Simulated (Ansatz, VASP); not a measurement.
# Two plane-wave programs on AgC2

```
CELL_PARAMETERS angstrom
1.27667 0.73708 8.42042
-1.27667 0.73708 8.42042
0.00000 -1.47417 8.42042
ATOMIC_POSITIONS crystal
Ag 0.00039 0.00039 0.00039
C 0.16750 0.16750 0.16750
C 0.50081 0.50081 0.50081
```

Change from the starting cell: species swapped into the WS2 type (R3m, No. 160).

Alike in both runs: functional PBE; k mesh 6 × 6 × 6; occupations gaussian, width 0.1 eV; no spin polarisation.

Ansatz relaxed the structure, and its values are those at the end. VASP's run is a single point on that final structure, the one shown.

|  | VASP | Ansatz |
| --- | --- | --- |
| version | VASP 6.6.1 | Ansatz 0.2.0 |
| potentials or method | VASP PAW PBE potentials, release 64 (Ag, C), cutoff 600 eV | scalar-relativistic, plane waves, PAW |
| valence electrons in the cell | 19 | 27 |

|  | VASP | Ansatz | Ansatz less VASP |
| --- | --- | --- | --- |
| gap on the k mesh at the Fermi level (eV) | none | none | - |
| pressure (GPa) | -0.1 | 0.0 | +0.16 |
| rms of the force components (eV/Å) | 0.006 | 0.006 | 0.0000 |

A gap of «none» marks a metal or a gap that the smearing closes. VASP's potentials hold 19 valence electrons a cell and Ansatz's 27, so a difference there can come from the potentials and not from the codes.

The k mesh is coarse, so the values compare programs but aren't converged.
